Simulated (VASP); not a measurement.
# Lu (P6_3/mmc) in VASP: notebook

Aim: see how the results for Lu move with the level of theory and the settings. Levels: PBE, r2SCAN. Tasks: single point.

Everything below comes from runs of VASP 6.6.1. Logs are shortened: lines on timing, memory, paths and dates and some standing lists are left out, and cuts for length are marked.

## (1) The cell of the first run

The structure is hexagonal, space group P6_3/mmc (No. 194). The conventional cell has a = 3.572 Å, b = 3.572 Å, c = 5.660 Å, α = 90.00°, β = 90.00°, γ = 120.00°. Lu (site symmetry -6m2) has 12 Lu at 3.50 to 3.57 Å within 4.6 Å.

## (2) Single point, PBE

INCAR

```
SYSTEM = Lu
PREC = Accurate
ENCUT = 520
EDIFF = 1E-7
ISMEAR = -1
SIGMA = 0.05
LREAL = .False.
LASPH = .True.
NELM = 60
ALGO = Fast
ISIF = 2
LWAVE = .False.
LCHARG = .True.
GGA = PE
LELF = .True.
LVHAR = .True.
NBANDS = 32
```

KPOINTS

```
Automatic mesh
0
Gamma
  9 9 5
  0 0 0
```

POSCAR

```
Lu
1.0
    3.5718056782      0.0000000000      0.0000000000
   -1.7859028391      3.0932744547      0.0000000000
    0.0000000000      0.0000000000      5.6597688160
Lu
2
Direct
    0.6666666667      0.3333333333      0.7500000000
    0.3333333333      0.6666666667      0.2500000000
```

Potentials or basis: VASP PAW PBE potentials, release 64 (Lu).

On the command line:

```console
$ cat potpaw_PBE.64/Lu/POTCAR > POTCAR
$ mpirun -np 1 vasp_std > vasp.out
```

OUTCAR:

```text
SYSTEM = Lu
   PREC = Accurate
   ENCUT = 520
   EDIFF = 1E-7
   ISMEAR = -1
   LREAL = .False.
   LASPH = .True.
   NELM = 60
   ISIF = 2
   GGA = PE

 ion  position               nearest neighbor table
   1  0.667  0.333  0.750-   2 3.50   2 3.50   2 3.50   2 3.50   2 3.50   2 3.50
   2  0.333  0.667  0.250-   1 3.50   1 3.50   1 3.50   1 3.50   1 3.50   1 3.50

  LATTYP: Found a hexagonal cell.
 ALAT       =     3.5718056782
 C/A-ratio  =     1.5845679541

  Lattice vectors:

 A1 = (   3.5718056782,   0.0000000000,   0.0000000000)
 A2 = (  -1.7859028391,   3.0932744547,   0.0000000000)
 A3 = (   0.0000000000,   0.0000000000,   5.6597688160)

Analysis of symmetry for initial positions (statically):
=====================================================================
 Subroutine PRICEL returns:
 Original cell was already a primitive cell.

 Routine SETGRP: Setting up the symmetry group for a
 hexagonal supercell.

 Subroutine GETGRP returns: Found 24 space group operations
 (whereof 12 operations were pure point group operations)
 out of a pool of 24 trial point group operations.

The static configuration has the point symmetry D_3d.
 The point group associated with its full space group is D_6h.

Analysis of symmetry for dynamics (positions and initial velocities):
=====================================================================
 Subroutine PRICEL returns:
 Original cell was already a primitive cell.

 Routine SETGRP: Setting up the symmetry group for a
 hexagonal supercell.

 Subroutine GETGRP returns: Found 24 space group operations
 (whereof 12 operations were pure point group operations)
 out of a pool of 24 trial point group operations.

The dynamic configuration has the point symmetry D_3d.
 The point group associated with its full space group is D_6h.

 Subroutine INISYM returns: Found 24 space group operations
 (whereof 12 operations are pure point group operations),
 and found     1 'primitive' translations

----------------------------------------------------------------------------------------

                                     Primitive cell

  volume of cell :      62.5324

  direct lattice vectors                    reciprocal lattice vectors
     3.571805678  0.000000000  0.000000000     0.279970438  0.161641008  0.000000000
    -1.785902839  3.093274455  0.000000000     0.000000000  0.323282015  0.000000000
     0.000000000  0.000000000  5.659768816     0.000000000  0.000000000  0.176685662

  length of vectors
     3.571805678  3.571805678  5.659768816     0.323282015  0.323282015  0.176685662

  position of ions in fractional coordinates (direct lattice)
     0.666666667  0.333333333  0.750000000
     0.333333333  0.666666667  0.250000000

  ion indices of the primitive-cell ions
   primitive index   ion index
                 1           1
                 2           2

----------------------------------------------------------------------------------------

 KPOINTS: Automatic mesh

Automatic generation of k-mesh.
 Grid dimensions read from file:
 generate k-points for:    9    9    5

 Generating k-lattice:

  Cartesian coordinates                     Fractional coordinates (reciprocal lattice)
     0.031107826  0.017960112  0.000000000     0.111111111  0.000000000  0.000000000
     0.000000000  0.035920224  0.000000000     0.000000000  0.111111111  0.000000000
     0.000000000  0.000000000  0.035337132     0.000000000  0.000000000  0.200000000

  Length of vectors
     0.035920224  0.035920224  0.035337132

  Shift w.r.t. Gamma in fractional coordinates (k-lattice)
     0.000000000  0.000000000  0.000000000

 Subroutine IBZKPT returns following result:
 ===========================================

 Found     36 irreducible k-points:

 Following reciprocal coordinates:
            Coordinates               Weight
  0.000000  0.000000  0.000000      1.000000
  0.111111  0.000000  0.000000      6.000000
  0.222222  0.000000  0.000000      6.000000
  0.333333  0.000000  0.000000      6.000000
  0.444444  0.000000  0.000000      6.000000
  0.111111  0.111111  0.000000      6.000000
[... 16 lines left out ...]
  0.333333  0.222222  0.200000     24.000000
  0.333333  0.333333  0.200000      4.000000
 [... further k-points ...]
   k-points           NKPTS =     36   k-points in BZ     NKDIM =     36   number of bands    NBANDS=     32
   number of dos      NEDOS =    301   number of ions     NIONS =      2
   total plane-waves  NPLWV =  32928
   dimension x,y,z NGX =    28 NGY =   28 NGZ =   42
   dimension x,y,z NGXF=    56 NGYF=   56 NGZF=   84
   ions per type =               2
   NGX,Y,Z   is equivalent  to a cutoff of  13.03, 13.03, 12.34 a.u.
   NGXF,Y,Z  is equivalent  to a cutoff of  26.06, 26.06, 24.67 a.u.
 SYSTEM =  Lu
   PREC   = accura    normal or accurate (medium, high low for compatibility)
   ISTART =      0    job   : 0-new  1-cont  2-samecut
   ICHARG =      2    charge: 1-file 2-atom 10-const
   ISPIN  =      1    spin polarized calculation?
   LNONCOLLINEAR =      F non collinear calculations
   LSORBIT =      F    spin-orbit coupling
   LASPH  =      T    aspherical Exc in radial PAW
   ENCUT  =  520.0 eV  38.22 Ry    6.18 a.u.   6.64  6.64 10.52*2*pi/ulx,y,z
   NELM   =     60;   NELMIN=  2; NELMDL= -5     # of ELM steps
   EDIFF  = 0.1E-06   stopping-criterion for ELM
   LREAL  =      F    real-space projection
   EDIFFG = 0.1E-05   stopping-criterion for IOM
   NSW    =      0    number of steps for IOM
   IBRION =     -1    ionic relax: 0-MD 1-quasi-New 2-CG
   NFREE  =      0    steps in history (QN), initial steepest desc. (CG)
   ISIF   =      2    stress and relaxation
   ISYM   =      2    0-nonsym 1-usesym 2-fastsym
   POTIM  = 0.5000    time-step for ionic-motion
   TEBEG  =    0.0;   TEEND  =   0.0 temperature during run
   PSTRESS=    0.0 pullay stress
   NELECT =      50.0000    total number of electrons
   NUPDOWN=      -1.0000    fix difference up-down
   EMIN   =  10.00;   EMAX   =-10.00  energy-range for DOS
   EFERMI =   0.00;   METHOD = LEGACY
   ISMEAR =    -1;   SIGMA  =   0.05  broadening in eV -4-tet -1-fermi 0-gaus
   EFERMI_NEDOS =   21; number of points for ismear=-14 and -15
   IALGO  =     68    algorithm
   IMIX   =      4    mixing-type and parameters
     AMIX     =   0.40;   BMIX     =  1.00
     AMIX_MAG =   1.60;   BMIX_MAG =  1.00
  volume/ion in A,a.u.               =      31.27       210.99
  Fermi-wavevector in a.u.,A,eV,Ry     =   1.519485  2.871411 31.413616  2.308836
  Thomas-Fermi vector in A             =   2.628465
   LORBIT       =      0    0 simple, 1 ext, 2 COOP (PROOUT), +10 PAW based schemes
   GGA     = PE    functional components
   LHFCALC =     F    Hartree Fock is set to
   AEXX    =    0.0000 exact exchange contribution
   IVDW    =     0    specifies the selected vdW correction
   LEPSILON=     F    determine dielectric tensor
   LRPA    =     F    only Hartree local field effects (RPA)
 non-spin polarized calculation
 RMM-DIIS sequential band-by-band and
  energy-cutoff  :      520.00
  volume of cell :       62.53
 maximum number of plane-waves:      1717
 NGX is ok and might be reduce to    28
   NGX = 13   NGY = 13   NGZ = 21

 number of electron      50.0000011 magnetization

 Free energy of the ion-electron system (eV)
  ---------------------------------------------------
  ext. energy  EPLUGINS =         0.00000000
  ---------------------------------------------------
  free energy    TOTEN  =        -9.01917505 eV

  energy without entropy =       -8.98738524  energy(sigma->0) =       -9.00328014

 E-fermi :   1.9527     XC(G=0): -10.3328

 val. band max:        1.9496064421   @ k =   0.3333   0.1111   0.4000
 cond. band min:       1.9847811105   @ k =   0.1111   0.1111   0.2000
 fundamental gap:      0.0351746684
 Fermi energy:         1.9527356059

 k-point     1 :       0.0000    0.0000    0.0000
  band No.  band energies     occupation
      1     -54.4149      2.00000
      2     -54.3910      2.00000
      3     -25.2730      2.00000
      4     -24.9432      2.00000
      5     -24.9432      2.00000
      6     -24.8807      2.00000
[... 24 lines left out ...]
     31       5.3076      0.00000
     32       5.3076      0.00000

 k-point     2 :       0.1111    0.0000    0.0000
  band No.  band energies     occupation
      1     -54.4129      2.00000
      2     -54.3902      2.00000
      3     -25.2579      2.00000
      4     -24.9741      2.00000
      5     -24.9536      2.00000
      6     -24.9133      2.00000
[... 24 lines left out ...]
     31       4.9961      0.00000
     32       5.0458      0.00000

 k-point     3 :       0.2222    0.0000    0.0000
  band No.  band energies     occupation
      1     -54.4075      2.00000
      2     -54.3885      2.00000
      3     -25.2162      2.00000
      4     -25.0530      2.00000
      5     -24.9934      2.00000
      6     -24.9790      2.00000
[... 24 lines left out ...]
     31       5.4049      0.00000
     32       5.7137      0.00000

 k-point     4 :       0.3333    0.0000    0.0000
  band No.  band energies     occupation
      1     -54.4009      2.00000
      2     -54.3871      2.00000
      3     -25.1590      2.00000
      4     -25.1433      2.00000
      5     -25.0806      2.00000
      6     -25.0066      2.00000
[... 24 lines left out ...]
     31       6.2923      0.00000
     32       6.7489      0.00000

 k-point     5 :       0.4444    0.0000    0.0000
  band No.  band energies     occupation
      1     -54.3957      2.00000
      2     -54.3869      2.00000
      3     -25.2023      2.00000
      4     -25.1356      2.00000
      5     -25.1081      2.00000
      6     -25.0241      2.00000
[... 584 lines left out ...]
     31       7.2736      0.00000
     32       7.8310      0.00000

 k-point    22 :       0.2222    0.2222    0.2000
  band No.  band energies     occupation
      1     -54.3965      2.00000
      2     -54.3879      2.00000
      3     -25.1771      2.00000
      4     -25.1439      2.00000
      5     -25.0520      2.00000
      6     -25.0392      2.00000
[... 24 lines left out ...]
     31       6.9812      0.00000
     32       7.0537      0.00000

 k-point    23 :       0.3333    0.2222    0.2000
  band No.  band energies     occupation
      1     -54.3924      2.00000
      2     -54.3880      2.00000
      3     -25.1879      2.00000
      4     -25.1524      2.00000
      5     -25.0912      2.00000
      6     -25.0248      2.00000
[... 24 lines left out ...]
     31       7.0365      0.00000
     32       7.3571      0.00000

 k-point    24 :       0.3333    0.3333    0.2000
  band No.  band energies     occupation
      1     -54.3895      2.00000
      2     -54.3895      2.00000
      3     -25.1486      2.00000
      4     -25.1431      2.00000
      5     -25.1431      2.00000
      6     -25.0437      2.00000
[... 24 lines left out ...]
     31       6.9813      0.00000
     32       7.1632      0.00000

 [... further k-points ...]

------------------------ aborting loop because EDIFF is reached ----------------------------------------

  FORCE on cell =-STRESS in cart. coord.  units (eV):
  Direction    XX          YY          ZZ          XY          YZ          ZX
  --------------------------------------------------------------------------------------
  -------------------------------------------------------------------------------------
  Total       -1.0456964     -1.0456964     -1.3393657      0.0000000      0.0000000      0.0000000
  in kB      -26.7923767    -26.7923767    -34.3166419      0.0000000      0.0000000      0.0000000
  external PRESSURE =     -29.3004651 kB  Pullay stress =       0.0000000 kB

 VOLUME and BASIS-vectors are now :
 -----------------------------------------------------------------------------
  energy-cutoff  :      520.00
  volume of cell :       62.53
      direct lattice vectors                 reciprocal lattice vectors
     3.571805678  0.000000000  0.000000000     0.279970438  0.161641008  0.000000000
    -1.785902839  3.093274455  0.000000000     0.000000000  0.323282015  0.000000000
     0.000000000  0.000000000  5.659768816     0.000000000  0.000000000  0.176685662

 POSITION                                       TOTAL-FORCE (eV/Angst)
 -----------------------------------------------------------------------------------
      1.78590      1.03109      4.24483        -0.000000      0.000000      0.000000
     -0.00000      2.06218      1.41494         0.000000     -0.000000      0.000000
 -----------------------------------------------------------------------------------
    total drift:                               -0.000000      0.000000     -0.000000

  FREE ENERGIE OF THE ION-ELECTRON SYSTEM (eV)
  ---------------------------------------------------
  free  energy   TOTEN  =        -9.0191750506 eV

  energy  without entropy=       -8.9873852371  energy(sigma->0) =       -9.00328014
```

Run time: 4.5 min. Hardware: 1 thread of Intel Xeon 8259CL, shared host; peak memory 0.22 GiB.

Results:

* Free energy: -9.0192 eV
* Pressure: -2.9 GPa
* Band gap on the k mesh: zero (bands 25 and 26 overlap by 1.31 eV)

Levels at points of the mesh, in eV from the Fermi level:
```tsv
k point	band 22	band 23	band 24	band 25	band 26	band 27	band 28	band 29
(0.00, 0.00, 0.00)	-5.02	-5.01	-2.33	0.38	2.14	2.14	2.40	2.79
```

Caveat: spin-orbit coupling is left out, which moves the levels of the heavy elements.

[end of part 1 of 2]

The gap in the log of VASP goes by the Fermi energy; the results here count the filled bands.